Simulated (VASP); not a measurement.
# Ba3SrTi4O12 (a cell with a defect) in VASP: single point with PBE

Aim: the single point of Ba3SrTi4O12 (a cell with a defect) with PBE.

Everything below comes from runs of VASP 6.6.1. Logs are shortened: lines on timing, memory, paths and dates and some standing lists are left out, and cuts for length are marked.

### 1 The cell of the first run

The cell holds a defect, 20 atoms: a = 8.012 Å, b = 8.012 Å, c = 4.006 Å, α = 90.00°, β = 90.00°, γ = 90.00°.

### 2 Single point, PBE

INCAR

```
SYSTEM = Ba3SrTi4O12
ALGO = Normal
EDIFF = 1E-6
ENCUT = 520
GGA = PE
GGA_COMPAT = .FALSE.
ISIF = 2
ISMEAR = -1
LASPH = .TRUE.
LCHARG = .TRUE.
LELF = .TRUE.
LREAL = .FALSE.
LVHAR = .TRUE.
LWAVE = .FALSE.
NBANDS = 96
NELM = 120
PREC = Accurate
SIGMA = 0.05
```

KPOINTS

```
k-points
0
G
  2 2 4
  0 0 0
```

POSCAR

```
Ba3SrTi4O12
1.0
    8.0120000000      0.0000000000      0.0000000000
    0.0000000000      8.0120000000      0.0000000000
    0.0000000000      0.0000000000      4.0060000000
Sr Ti O Ba
1 4 12 3
Direct
    0.2500000000      0.2500000000      0.5000000000
    0.0023396622      0.0023396622      0.0000000000
    0.0023396622      0.4976603378      0.0000000000
    0.4976603378      0.0023396622      0.0000000000
    0.4976603378      0.4976603378      0.0000000000
    0.2500000000      0.0052195496      0.0000000000
    0.0052195496      0.2500000000      0.0000000000
    0.0038601066      0.0038601066      0.5000000000
    0.2500000000      0.4947804504      0.0000000000
    0.0018960748      0.7500000000      0.0000000000
    0.0038601066      0.4961398934      0.5000000000
    0.7500000000      0.0018960748      0.0000000000
    0.4947804504      0.2500000000      0.0000000000
    0.4961398934      0.0038601066      0.5000000000
    0.7500000000      0.4981039252      0.0000000000
    0.4981039252      0.7500000000      0.0000000000
    0.4961398934      0.4961398934      0.5000000000
    0.2500000000      0.7500000000      0.5000000000
    0.7500000000      0.2500000000      0.5000000000
    0.7500000000      0.7500000000      0.5000000000
```

Potentials or basis: VASP PAW PBE potentials, release 64 (Sr_sv, Ti_sv, O, Ba_sv).

Command:

```sh
$ cat potpaw_PBE.64/Sr_sv/POTCAR potpaw_PBE.64/Ti_sv/POTCAR potpaw_PBE.64/O/POTCAR potpaw_PBE.64/Ba_sv/POTCAR > POTCAR
$ mpirun -np 1 vasp_std > vasp.out
```

OUTCAR:

```text
SYSTEM = Ba3SrTi4O12
   EDIFF = 1E-6
   ENCUT = 520
   GGA = PE
   ISIF = 2
   ISMEAR = -1
   LASPH = .TRUE.
   LREAL = .FALSE.
   NELM = 120
   PREC = Accurate

 ion  position               nearest neighbor table
   1  0.250  0.250  0.500-   8 2.79  11 2.79  14 2.79  17 2.79   7 2.80  13 2.80   6 2.80   9 2.80
                             6 2.80   7 2.80   9 2.80  13 2.80   2 3.45   3 3.45   4 3.45   5 3.45
   2  0.002  0.002  0.000-   6 1.98   7 1.98   8 2.00   8 2.00  12 2.02  10 2.02   1 3.45   1 3.45
                            18 3.47  19 3.47  18 3.47  19 3.47  20 3.49  20 3.49
   3  0.002  0.498  0.000-   7 1.98   9 1.98  11 2.00  11 2.00  15 2.02  10 2.02   1 3.45   1 3.45
                            18 3.47  19 3.47  18 3.47  19 3.47  20 3.49  20 3.49
   4  0.498  0.002  0.000-   6 1.98  13 1.98  14 2.00  14 2.00  16 2.02  12 2.02   1 3.45   1 3.45
                            18 3.47  19 3.47  18 3.47  19 3.47  20 3.49  20 3.49
   5  0.498  0.498  0.000-   9 1.98  13 1.98  17 2.00  17 2.00  15 2.02  16 2.02   1 3.45   1 3.45
                            18 3.47  19 3.47  18 3.47  19 3.47  20 3.49  20 3.49
   6  0.250  0.005  0.000-   2 1.98   4 1.98   1 2.80   1 2.80  18 2.86  18 2.86
   7  0.005  0.250  0.000-   2 1.98   3 1.98   1 2.80   1 2.80  19 2.86  19 2.86
   8  0.004  0.004  0.500-   2 2.00   2 2.00   1 2.79  19 2.83  18 2.83  20 2.88
   9  0.250  0.495  0.000-   3 1.98   5 1.98   1 2.80   1 2.80  18 2.86  18 2.86
  10  0.002  0.750  0.000-   2 2.02   3 2.02  18 2.82  18 2.82  20 2.84  20 2.84
  11  0.004  0.496  0.500-   3 2.00   3 2.00   1 2.79  19 2.83  18 2.83  20 2.88
  12  0.750  0.002  0.000-   2 2.02   4 2.02  19 2.82  19 2.82  20 2.84  20 2.84
  13  0.495  0.250  0.000-   4 1.98   5 1.98   1 2.80   1 2.80  19 2.86  19 2.86
  14  0.496  0.004  0.500-   4 2.00   4 2.00   1 2.79  19 2.83  18 2.83  20 2.88
  15  0.750  0.498  0.000-   3 2.02   5 2.02  19 2.82  19 2.82  20 2.84  20 2.84
  16  0.498  0.750  0.000-   4 2.02   5 2.02  18 2.82  18 2.82  20 2.84  20 2.84
  17  0.496  0.496  0.500-   5 2.00   5 2.00   1 2.79  19 2.83  18 2.83  20 2.88
  18  0.250  0.750  0.500-  10 2.82  16 2.82  10 2.82  16 2.82   8 2.83  17 2.83  11 2.83  14 2.83
                             6 2.86   9 2.86   9 2.86   6 2.86   2 3.47   3 3.47   4 3.47   5 3.47
  19  0.750  0.250  0.500-  12 2.82  15 2.82  12 2.82  15 2.82  11 2.83  17 2.83   8 2.83  14 2.83
                             7 2.86  13 2.86  13 2.86   7 2.86   2 3.47   3 3.47   4 3.47   5 3.47
  20  0.750  0.750  0.500-  10 2.84  12 2.84  15 2.84  16 2.84  10 2.84  12 2.84  15 2.84  16 2.84
                            14 2.88  11 2.88   8 2.88  17 2.88   2 3.49   3 3.49   4 3.49   5 3.49

  LATTYP: Found a simple tetragonal cell.
 ALAT       =     8.0120000000
 C/A-ratio  =     0.5000000000

  Lattice vectors:

 A1 = (   8.0120000000,   0.0000000000,   0.0000000000)
 A2 = (   0.0000000000,   8.0120000000,   0.0000000000)
 A3 = (   0.0000000000,   0.0000000000,   4.0060000000)

Analysis of symmetry for initial positions (statically):
=====================================================================
 Subroutine PRICEL returns:
 Original cell was already a primitive cell.

 Routine SETGRP: Setting up the symmetry group for a
 simple tetragonal supercell.

 Subroutine GETGRP returns: Found 16 space group operations
 (whereof  4 operations were pure point group operations)
 out of a pool of 16 trial point group operations.

The static configuration has the point symmetry C_2v.
 The point group associated with its full space group is D_4h.

Analysis of symmetry for dynamics (positions and initial velocities):
=====================================================================
 Subroutine PRICEL returns:
 Original cell was already a primitive cell.

 Routine SETGRP: Setting up the symmetry group for a
 simple tetragonal supercell.

 Subroutine GETGRP returns: Found 16 space group operations
 (whereof  4 operations were pure point group operations)
 out of a pool of 16 trial point group operations.

The dynamic configuration has the point symmetry C_2v.
 The point group associated with its full space group is D_4h.

 Subroutine INISYM returns: Found 16 space group operations
 (whereof  4 operations are pure point group operations),
 and found     1 'primitive' translations

----------------------------------------------------------------------------------------

                                     Primitive cell

  volume of cell :     257.1537

  direct lattice vectors                    reciprocal lattice vectors
     8.012000000  0.000000000  0.000000000     0.124812781  0.000000000  0.000000000
     0.000000000  8.012000000  0.000000000     0.000000000  0.124812781  0.000000000
     0.000000000  0.000000000  4.006000000     0.000000000  0.000000000  0.249625562

[... 61 lines left out ...]
     0.000000000  0.000000000  0.062406390     0.000000000  0.000000000  0.250000000

  Length of vectors
     0.062406390  0.062406390  0.062406390

  Shift w.r.t. Gamma in fractional coordinates (k-lattice)
     0.000000000  0.000000000  0.000000000

 Subroutine IBZKPT returns following result:
 ===========================================

 Found      9 irreducible k-points:

 Following reciprocal coordinates:
            Coordinates               Weight
  0.000000  0.000000  0.000000      1.000000
  0.500000  0.000000  0.000000      2.000000
  0.500000  0.500000  0.000000      1.000000
  0.000000  0.000000  0.250000      2.000000
  0.500000  0.000000  0.250000      4.000000
  0.500000  0.500000  0.250000      2.000000
  0.000000  0.000000  0.500000      1.000000
  0.500000  0.000000  0.500000      2.000000
  0.500000  0.500000  0.500000      1.000000
   k-points           NKPTS =      9   k-points in BZ     NKDIM =      9   number of bands    NBANDS=     96
   number of dos      NEDOS =    301   number of ions     NIONS =     20
   total plane-waves  NPLWV = 108000
   dimension x,y,z NGX =    60 NGY =   60 NGZ =   30
   dimension x,y,z NGXF=   120 NGYF=  120 NGZF=   60
   ions per type =               1   4  12   3
   NGX,Y,Z   is equivalent  to a cutoff of  12.45, 12.45, 12.45 a.u.
   NGXF,Y,Z  is equivalent  to a cutoff of  24.90, 24.90, 24.90 a.u.
 SYSTEM =  Ba3SrTi4O12
   PREC   = accura    normal or accurate (medium, high low for compatibility)
   ISTART =      0    job   : 0-new  1-cont  2-samecut
   ICHARG =      2    charge: 1-file 2-atom 10-const
   ISPIN  =      1    spin polarized calculation?
   LNONCOLLINEAR =      F non collinear calculations
   LSORBIT =      F    spin-orbit coupling
   LASPH  =      T    aspherical Exc in radial PAW
   ENCUT  =  520.0 eV  38.22 Ry    6.18 a.u.  14.90 14.90  7.45*2*pi/ulx,y,z
   NELM   =    120;   NELMIN=  2; NELMDL= -5     # of ELM steps
   EDIFF  = 0.1E-05   stopping-criterion for ELM
   LREAL  =      F    real-space projection
   EDIFFG = 0.1E-04   stopping-criterion for IOM
   NSW    =      0    number of steps for IOM
   IBRION =     -1    ionic relax: 0-MD 1-quasi-New 2-CG
   NFREE  =      0    steps in history (QN), initial steepest desc. (CG)
   ISIF   =      2    stress and relaxation
   ISYM   =      2    0-nonsym 1-usesym 2-fastsym
   POTIM  = 0.5000    time-step for ionic-motion
   TEBEG  =    0.0;   TEEND  =   0.0 temperature during run
   PSTRESS=    0.0 pullay stress
   NELECT =     160.0000    total number of electrons
   NUPDOWN=      -1.0000    fix difference up-down
   EMIN   =  10.00;   EMAX   =-10.00  energy-range for DOS
   EFERMI =   0.00;   METHOD = LEGACY
   ISMEAR =    -1;   SIGMA  =   0.05  broadening in eV -4-tet -1-fermi 0-gaus
   EFERMI_NEDOS =   21; number of points for ismear=-14 and -15
   IALGO  =     38    algorithm
   IMIX   =      4    mixing-type and parameters
     AMIX     =   0.40;   BMIX     =  1.00
     AMIX_MAG =   1.60;   BMIX_MAG =  1.00
  volume/ion in A,a.u.               =      12.86        86.77
  Fermi-wavevector in a.u.,A,eV,Ry     =   1.397603  2.641087 26.576187  1.953295
  Thomas-Fermi vector in A             =   2.520843
   LORBIT       =      0    0 simple, 1 ext, 2 COOP (PROOUT), +10 PAW based schemes
   GGA     = PE    functional components
   LHFCALC =     F    Hartree Fock is set to
   AEXX    =    0.0000 exact exchange contribution
   IVDW    =     0    specifies the selected vdW correction
   LEPSILON=     F    determine dielectric tensor
   LRPA    =     F    only Hartree local field effects (RPA)
 non-spin polarized calculation
  energy-cutoff  :      520.00
  volume of cell :      257.15
 maximum number of plane-waves:      6942
 NGX is ok and might be reduce to    60
   NGX = 29   NGY = 29   NGZ = 15

 number of electron     159.9999959 magnetization

 Free energy of the ion-electron system (eV)
  ---------------------------------------------------
  ext. energy  EPLUGINS =         0.00000000
  ---------------------------------------------------
  free energy    TOTEN  =      -159.95769566 eV

  energy without entropy =     -159.95769561  energy(sigma->0) =     -159.95769563

 E-fermi :   4.6205     XC(G=0): -11.1540

 val. band max:        3.7577688083   @ k =   0.0000   0.0000   0.5000
 cond. band min:       5.4678990923   @ k =   0.0000   0.0000   0.0000
 fundamental gap:      1.7101302839
 Fermi energy:         4.6205229602

 k-point     1 :       0.0000    0.0000    0.0000
  band No.  band energies     occupation
      1     -52.9517      2.00000
      2     -52.9507      2.00000
      3     -52.9507      2.00000
      4     -52.9497      2.00000
      5     -29.2277      2.00000
      6     -29.2110      2.00000
[... 844 lines left out ...]
     91       7.4068      0.00000
     92       7.4105      0.00000
 [bands above 92 left out]

------------------------ aborting loop because EDIFF is reached ----------------------------------------

  FORCE on cell =-STRESS in cart. coord.  units (eV):
  Direction    XX          YY          ZZ          XY          YZ          ZX
  --------------------------------------------------------------------------------------
  -------------------------------------------------------------------------------------
  Total        0.9687348      0.9687348      0.9432604     -0.0000000      0.0000000      0.0000000
  in kB        6.0356307      6.0356307      5.8769143     -0.0000000      0.0000000      0.0000000
  external PRESSURE =       5.9827252 kB  Pullay stress =       0.0000000 kB

 VOLUME and BASIS-vectors are now :
 -----------------------------------------------------------------------------
  energy-cutoff  :      520.00
  volume of cell :      257.15
      direct lattice vectors                 reciprocal lattice vectors
     8.012000000  0.000000000  0.000000000     0.124812781  0.000000000  0.000000000
     0.000000000  8.012000000  0.000000000     0.000000000  0.124812781  0.000000000
     0.000000000  0.000000000  4.006000000     0.000000000  0.000000000  0.249625562

 POSITION                                       TOTAL-FORCE (eV/Angst)
 -----------------------------------------------------------------------------------
      2.00300      2.00300      2.00300        -0.000000      0.000000      0.000000
      0.01875      0.01875      0.00000         0.017751      0.017751      0.000000
      0.01875      3.98725      0.00000         0.017751     -0.017751     -0.000000
      3.98725      0.01875      0.00000        -0.017751      0.017751     -0.000000
      3.98725      3.98725      0.00000        -0.017751     -0.017751      0.000000
      2.00300      0.04182      0.00000        -0.000000      0.038221     -0.000000
[... 12 lines left out ...]
      6.00900      2.00300      2.00300        -0.000000      0.000000      0.000000
      6.00900      6.00900      2.00300        -0.000000      0.000000      0.000000
 -----------------------------------------------------------------------------------
    total drift:                                0.000000     -0.000000      0.000000

  FREE ENERGIE OF THE ION-ELECTRON SYSTEM (eV)
  ---------------------------------------------------
  free  energy   TOTEN  =      -159.9576956565 eV

  energy  without entropy=     -159.9576956111  energy(sigma->0) =     -159.95769563
```

Run time: 3.7 min. Hardware: 1 thread of AMD EPYC 9R45 (Zen 5), shared host; peak memory 0.39 GiB.

Results:

```yaml
Free_energy: -159.9577 eV
Pressure: 0.6 GPa
Largest_force: 0.038 eV/Å
Band_gap_on_the_k_mesh: 1.71 eV
```

Forces in eV/Å, atoms in the order of the input:
```
Sr   0.000  0.000  0.000
Ti   0.018  0.018  0.000
Ti   0.018 -0.018  0.000
Ti  -0.018  0.018  0.000
Ti  -0.018 -0.018  0.000
O    0.000  0.038  0.000
O    0.038  0.000  0.000
O    0.021  0.021  0.000
O    0.000 -0.038  0.000
O   -0.012  0.000  0.000
O    0.021 -0.021  0.000
O    0.000 -0.012  0.000
O   -0.038  0.000  0.000
O   -0.021  0.021  0.000
O    0.000  0.012  0.000
O    0.012  0.000  0.000
O   -0.021 -0.021  0.000
Ba   0.000  0.000  0.000
Ba   0.000  0.000  0.000
Ba   0.000  0.000  0.000
```

Caveat: spin-orbit coupling is left out, which moves the levels of the heavy elements.
